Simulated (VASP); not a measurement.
Input of a VASP 6.6.1 run:

Contents of INCAR:

```
SYSTEM = Zr4F
  PREC = Accurate
  ENCUT = 600
  EDIFF = 1E-6
  ISMEAR = 0
  SIGMA = 0.1
  LREAL = .FALSE.
  LASPH = .TRUE.
  NELM = 60
  ALGO = Normal
  ISIF = 3
  LWAVE = .FALSE.
  LCHARG = .FALSE.
  GGA = PE
  IBRION = 2
  NSW = 100
  EDIFFG = -0.01
```

File KPOINTS:

```
Automatic mesh
0
G
  10 10 10
  0 0 0
```

Contents of POSCAR:

```
Zr4F
1.0
   -2.9806066853      2.9806066853      2.9806066853
    2.9806066853     -2.9806066853      2.9806066853
    2.9806066853      2.9806066853     -2.9806066853
Zr F
4 1
Direct
    0.0000000000      0.0000000000      0.5000000000
    0.5000000000      0.0000000000      0.0000000000
    0.5000000000      0.5000000000      0.5000000000
    0.0000000000      0.5000000000      0.0000000000
    0.0000000000      0.0000000000      0.0000000000
```

Potentials or basis: VASP PAW PBE potentials, release 64 (Zr_sv, F).

The run is started by

```sh
$ cat potpaw_PBE.64/Zr_sv/POTCAR potpaw_PBE.64/F/POTCAR > POTCAR
$ mpirun -np 1 vasp_std > vasp.out
```

Q: What does it give for the relaxed volume?

A: 21.23 Å³/atom.

Q: Predict the band gap on the k mesh.

A: Zero (an odd number of electrons rules out a gap without spin polarisation).

Q: Predict the relaxed cell.

A: a = 5.166 Å, b = 5.166 Å, c = 5.166 Å, α = 109.47°, β = 109.47°, γ = 109.47°.

Q: Predict the space group after relaxing (to 0.1 Å).

A: Im-3m (No. 229).

Final structure:
```
CELL_PARAMETERS angstrom
-2.98286 2.98286 2.98286
2.98286 -2.98286 2.98286
2.98286 2.98286 -2.98286
ATOMIC_POSITIONS crystal
Zr 0.00000 0.00000 0.50000
Zr 0.50000 0.00000 0.00000
Zr 0.50000 0.50000 0.50000
Zr 0.00000 0.50000 0.00000
F 0.00000 0.00000 0.00000
```
